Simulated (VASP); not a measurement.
# Sn (R-3m) in VASP: single point with PBE

Aim: the single point of Sn with PBE.

Everything below comes from runs of VASP 6.6.1. Logs are shortened: lines on timing, memory, paths and dates and some standing lists are left out, and cuts for length are marked.

## 1. The cell of the first run

Symmetry: R-3m, No. 166, trigonal system. Conventional cell: a = 4.129 Å, b = 4.129 Å, c = 10.774 Å, α = 90.00°, β = 90.00°, γ = 120.00°. Sn (site symmetry 3m) has 6 Sn at 2.79 to 3.21 Å within 3.7 Å.

## 2. Single point, PBE

INCAR

```
SYSTEM = Sn
ALGO     = Normal         ! electronic algorithm
EDIFF    = 1E-7           ! SCF threshold, eV
ENCUT    = 520            ! plane-wave cutoff, eV
GGA      = PE             ! functional
ISIF     = 2              ! what is computed and relaxed
ISMEAR   = -1             ! smearing method
LASPH    = .TRUE.         ! aspherical terms in the spheres
LCHARG   = .FALSE.        ! write CHGCAR
LREAL    = .FALSE.        ! projectors in reciprocal space
LWAVE    = .FALSE.        ! write WAVECAR
NBANDS   = 21             ! bands
NELM     = 80             ! most SCF steps
PREC     = Accurate       ! precision mode
SIGMA    = 0.1            ! smearing width, eV
```

KPOINTS

```
k-points
0
G
  11 11 11
  0 0 0
```

POSCAR

```
Sn
1.0
    4.1289840000      0.0000000000      0.0000000000
   -2.0644920000      3.5758100000      0.0000000000
    0.0000000000     -2.3838700000      3.5913150000
Sn
2
Direct
    0.2336200000      0.4672400000      0.7008600000
    0.7663800000      0.5327600000      0.2991400000
```

Potentials or basis: VASP PAW PBE potentials, release 64 (Sn_d).

Launch:

```console
$ cat potpaw_PBE.64/Sn_d/POTCAR > POTCAR
$ mpirun -np 1 vasp_std > vasp.out
```

OUTCAR:

```text
SYSTEM = Sn
   EDIFF = 1E-7
   ENCUT = 520
   GGA = PE
   ISIF = 2
   ISMEAR = -1
   LASPH = .TRUE.
   LREAL = .FALSE.
   NELM = 80
   PREC = Accurate

 ion  position               nearest neighbor table
   1  0.234  0.467  0.701-   2 2.79   2 2.79   2 2.79   2 3.21   2 3.21   2 3.21
   2  0.766  0.533  0.299-   1 2.79   1 2.79   1 2.79   1 3.21   1 3.21   1 3.21

  LATTYP: Found a trigonal (rhomboedric) cell.
 ALAT       =     4.3104964454
 COS(alpha) =     0.5412219979

  Lattice vectors:

 A1 = (   0.0000000000,  -2.3838700000,   3.5913150000)
 A2 = (   2.0644920000,   1.1919400000,   3.5913150000)
 A3 = (  -2.0644920000,   1.1919400000,   3.5913150000)

Analysis of symmetry for initial positions (statically):
=====================================================================
 Subroutine PRICEL returns:
 Original cell was already a primitive cell.

 Routine SETGRP: Setting up the symmetry group for a
 trigonal (rhombohedral) supercell.

 Subroutine GETGRP returns: Found 12 space group operations
 (whereof 12 operations were pure point group operations)
 out of a pool of 12 trial point group operations.

The static configuration has the point symmetry D_3d.

Analysis of symmetry for dynamics (positions and initial velocities):
=====================================================================
 Subroutine PRICEL returns:
 Original cell was already a primitive cell.

 Routine SETGRP: Setting up the symmetry group for a
 trigonal (rhombohedral) supercell.

 Subroutine GETGRP returns: Found 12 space group operations
 (whereof 12 operations were pure point group operations)
 out of a pool of 12 trial point group operations.

The dynamic configuration has the point symmetry D_3d.

 Subroutine INISYM returns: Found 12 space group operations
 (whereof 12 operations are pure point group operations),
 and found     1 'primitive' translations

----------------------------------------------------------------------------------------

                                     Primitive cell

  volume of cell :      53.0238

  direct lattice vectors                    reciprocal lattice vectors
     4.128984000  0.000000000  0.000000000     0.242190331  0.139828458  0.092816383
    -2.064492000  3.575810000  0.000000000     0.000000000  0.279656917  0.185632765
     0.000000000 -2.383870000  3.591315000     0.000000000  0.000000000  0.278449537

  length of vectors
     4.128984000  4.128988299  4.310496445     0.294657487  0.335659820  0.278449537
[... 77 lines left out ...]
   LSORBIT =      F    spin-orbit coupling
   LASPH  =      T    aspherical Exc in radial PAW
   ENCUT  =  520.0 eV  38.22 Ry    6.18 a.u.   7.68  7.68  8.01*2*pi/ulx,y,z
   NELM   =     80;   NELMIN=  2; NELMDL= -5     # of ELM steps
   EDIFF  = 0.1E-06   stopping-criterion for ELM
   LREAL  =      F    real-space projection
   EDIFFG = 0.1E-05   stopping-criterion for IOM
   NSW    =      0    number of steps for IOM
   IBRION =     -1    ionic relax: 0-MD 1-quasi-New 2-CG
   NFREE  =      0    steps in history (QN), initial steepest desc. (CG)
   ISIF   =      2    stress and relaxation
   ISYM   =      2    0-nonsym 1-usesym 2-fastsym
   POTIM  = 0.5000    time-step for ionic-motion
   TEBEG  =    0.0;   TEEND  =   0.0 temperature during run
   PSTRESS=    0.0 pullay stress
   NELECT =      28.0000    total number of electrons
   NUPDOWN=      -1.0000    fix difference up-down
   EMIN   =  10.00;   EMAX   =-10.00  energy-range for DOS
   EFERMI =   0.00;   METHOD = LEGACY
   ISMEAR =    -1;   SIGMA  =   0.10  broadening in eV -4-tet -1-fermi 0-gaus
   EFERMI_NEDOS =   21; number of points for ismear=-14 and -15
   IALGO  =     38    algorithm
   IMIX   =      4    mixing-type and parameters
     AMIX     =   0.40;   BMIX     =  1.00
     AMIX_MAG =   1.60;   BMIX_MAG =  1.00
  volume/ion in A,a.u.               =      26.51       178.91
  Fermi-wavevector in a.u.,A,eV,Ry     =   1.323235  2.500552 23.823149  1.750952
  Thomas-Fermi vector in A             =   2.452858
   LORBIT       =      0    0 simple, 1 ext, 2 COOP (PROOUT), +10 PAW based schemes
   GGA     = PE    functional components
   LHFCALC =     F    Hartree Fock is set to
   AEXX    =    0.0000 exact exchange contribution
   IVDW    =     0    specifies the selected vdW correction
   LEPSILON=     F    determine dielectric tensor
   LRPA    =     F    only Hartree local field effects (RPA)
 non-spin polarized calculation
  energy-cutoff  :      520.00
  volume of cell :       53.02
 maximum number of plane-waves:      1453
   NGX = 15   NGY = 15   NGZ = 17

 number of electron      28.0000001 magnetization

 Free energy of the ion-electron system (eV)
  ---------------------------------------------------
  ext. energy  EPLUGINS =         0.00000000
  ---------------------------------------------------
  free energy    TOTEN  =        -7.18405922 eV

  energy without entropy =       -7.14402376  energy(sigma->0) =       -7.16404149

 E-fermi :   8.1315     XC(G=0): -10.3497

 val. band max:        8.1255497900   @ k =   0.4545  -0.0000   0.0909
 cond. band min:       8.1515586604   @ k =   0.0909   0.0909  -0.0000
 fundamental gap:      0.0260088705
 Fermi energy:         8.1315140595

 k-point     1 :       0.0000    0.0000    0.0000
  band No.  band energies     occupation
      1     -13.6228      2.00000
      2     -13.6228      2.00000
      3     -13.3953      2.00000
      4     -13.3953      2.00000
      5     -13.3815      2.00000
      6     -13.0954      2.00000
[... 565 lines left out ...]
     20      15.9464      0.00000
     21      18.4975      0.00000

 [... further k-points ...]

------------------------ aborting loop because EDIFF is reached ----------------------------------------

  FORCE on cell =-STRESS in cart. coord.  units (eV):
  Direction    XX          YY          ZZ          XY          YZ          ZX
  --------------------------------------------------------------------------------------
  -------------------------------------------------------------------------------------
  Total        3.3722488      3.3722582      2.1798821      0.0000000      0.0000020      0.0000000
  in kB      101.8964517    101.8967346     65.8676933      0.0000000      0.0000611      0.0000000
  external PRESSURE =      89.8869599 kB  Pullay stress =       0.0000000 kB

 VOLUME and BASIS-vectors are now :
 -----------------------------------------------------------------------------
  energy-cutoff  :      520.00
  volume of cell :       53.02
      direct lattice vectors                 reciprocal lattice vectors
     4.128984000  0.000000000  0.000000000     0.242190331  0.139828458  0.092816383
    -2.064492000  3.575810000  0.000000000     0.000000000  0.279656917  0.185632765
     0.000000000 -2.383870000  3.591315000     0.000000000  0.000000000  0.278449537

 POSITION                                       TOTAL-FORCE (eV/Angst)
 -----------------------------------------------------------------------------------
      0.00000      0.00000      2.51701         0.000000      0.000001      1.477833
      2.06449      1.19194      1.07431         0.000000     -0.000001     -1.477833
 -----------------------------------------------------------------------------------
    total drift:                                0.000000     -0.000000      0.000000

  FREE ENERGIE OF THE ION-ELECTRON SYSTEM (eV)
  ---------------------------------------------------
  free  energy   TOTEN  =        -7.1840592165 eV

  energy  without entropy=       -7.1440237648  energy(sigma->0) =       -7.16404149
```

Wall time 40 s (1 thread of Intel Xeon 6975P-C (Granite Rapids), shared host); peak memory 0.26 GiB.

What came out:

```
Free energy            : -7.1841 eV
Pressure               : 9.0 GPa
Largest force          : 1.478 eV/Å
Band gap on the k mesh : zero (bands 14 and 15 overlap by 3.25 eV)
```

Forces on the atoms (eV/Å):
```
Sn   0.000  0.000  1.478
Sn   0.000  0.000 -1.478
```

Stress tensor (GPa, compression positive):
```
10.19  0.00  0.00
 0.00 10.19  0.00
 0.00  0.00  6.59
```

Caveat: the cell stands under pressure; spin-orbit coupling is left out, which moves the levels of the heavy elements; forces of over 1 eV/Å act on the atoms, so gaps and moduli don't describe the material at rest.
